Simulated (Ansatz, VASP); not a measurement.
Cs4Au: VASP beside Ansatz

INCAR

```
SYSTEM = Cs4Au
PREC = Accurate ; ENCUT = 600
EDIFF = 1E-7 ; ISMEAR = 0
SIGMA = 0.1 ; LREAL = .FALSE.
LASPH = .TRUE. ; NELM = 100
ALGO = Normal ; ISIF = 3
LWAVE = .FALSE. ; LCHARG = .FALSE.
GGA = PE ; IBRION = 2
NSW = 90 ; EDIFFG = -0.04
```

The input KPOINTS:

```
regular mesh
0
G
  4 4 4
  0 0 0
```

The input POSCAR:

```
Cs4Au
1.0
   -3.8657604600      3.8657604600      3.8657604600
    3.8657604600     -3.8657604600      3.8657604600
    3.8657604600      3.8657604600     -3.8657604600
Cs Au
4 1
Direct
    0.0000000000      0.0000000000      0.5000000000
    0.5000000000      0.0000000000      0.0000000000
    0.0000000000      0.5000000000      0.0000000000
    0.5000000000      0.5000000000      0.5000000000
    0.0000000000      0.0000000000      0.0000000000
```

Input for Ansatz:

```yaml
crystal:
  lattice:
    - [-3.86576046, 3.86576046, 3.86576046]
    - [3.86576046, -3.86576046, 3.86576046]
    - [3.86576046, 3.86576046, -3.86576046]
  atoms:
    - { symbol: Cs, position: [0.0, 0.0, 0.5] }
    - { symbol: Cs, position: [0.5, 0.0, 0.0] }
    - { symbol: Cs, position: [0.0, 0.5, 0.0] }
    - { symbol: Cs, position: [0.5, 0.5, 0.5] }
    - { symbol: Au, position: [0.0, 0.0, 0.0] }
basis:
  ecutwfc: 420
kpoints:
  mp_grid: { grid: [4, 4, 4] }
hamiltonian:
  xc: pbe
scf:
  occupations: { method: gaussian, width: 0.1 }
  lower_state_search: "off"
output:
  forces: true
  stress: true
  eigenvalues: true
relax:
  adjacent_minimum: "off"
  f_tol: 0.04
  max_steps: 70
  cell: { stress_tol: 0.4 }
```

Change from the starting cell: species swapped into the Hg4Pt type (Im-3m, No. 229).

Alike in both runs: task relaxation of cell and atoms; functional PBE; k mesh 4 × 4 × 4; occupations gaussian, width 0.1 eV; no spin polarisation.

```csv
,VASP,Ansatz
version,VASP 6.6.1,Ansatz 0.2.0
potentials or method,"VASP PAW PBE potentials, release 64 (Cs_sv, Au), cutoff 600 eV","scalar-relativistic, plane waves, PAW"
valence electrons in the cell,47,55
```

VASP gave:

* gap on the k mesh at the Fermi level, each at its own relaxed structure (eV): none
* relaxed volume (Å³/atom): 78.83
* relaxed length of the cell vector where the two differ most in proportion (Å): 8.000

**Question.** Estimate Ansatz's values.

**Answer.** gap on the k mesh at the Fermi level, each at its own relaxed structure (eV): none; relaxed volume (Å³/atom): 75.18; relaxed length of the cell vector where the two differ most in proportion (Å): 7.875.

A gap of «none» marks a metal or a gap that the smearing closes. VASP's potentials hold 47 valence electrons a cell and Ansatz's 55, so a difference there can come from the potentials and not from the codes.

Neither program's run includes spin-orbit coupling. Noted on VASP's run: the volume moved by over 15 % at a fixed basis, so the end points are rough.
